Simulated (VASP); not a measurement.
ZnS: single point with LDA

Crystal: ZnS.

```
Zn S
1.0
     3.17923    0.00000    0.00000
     0.00000    3.17923    0.00000
     0.00000    0.00000    3.17923
Zn S
1 1
Cartesian
  0.0000 0.0000 0.0000
  1.5896 1.5896 1.5896
```

```
Program             : VASP 6.6.1
Task                : single point
Functional          : LDA
Potentials or basis : VASP PAW LDA potentials, release 64 (Zn, S)
Cutoff              : 520 eV
k mesh              : 6 × 6 × 6
Occupations         : fermi-dirac, width 0.02 eV
Spin                : no spin polarisation
```

The pressure is -6.5 GPa and the band gap on the k mesh is zero (band 9 reaches 4.74 eV, above the bottom of band 10 at 3.95 eV).

Levels at points of the mesh, in eV from the Fermi level:
```tsv
k point	band 6	band 7	band 8	band 9	band 10	band 11	band 12	band 13
(0.00, 0.00, 0.00)	-6.76	-1.37	-1.37	-1.37	-0.65	6.09	6.09	12.04
(0.50, 0.00, 0.00)	-6.74	-6.18	0.03	0.03	3.75	4.71	7.09	7.09
(0.50, 0.50, 0.00)	-6.54	-5.37	-5.37	-1.86	0.33	8.30	8.30	9.07
(0.50, 0.50, 0.50)	-6.61	-2.68	-2.68	-2.68	1.18	1.18	1.18	2.11
```

It took 3 s on 1 thread of Intel Xeon 6975P-C, with other jobs on the host, peak memory 0.13 GiB.
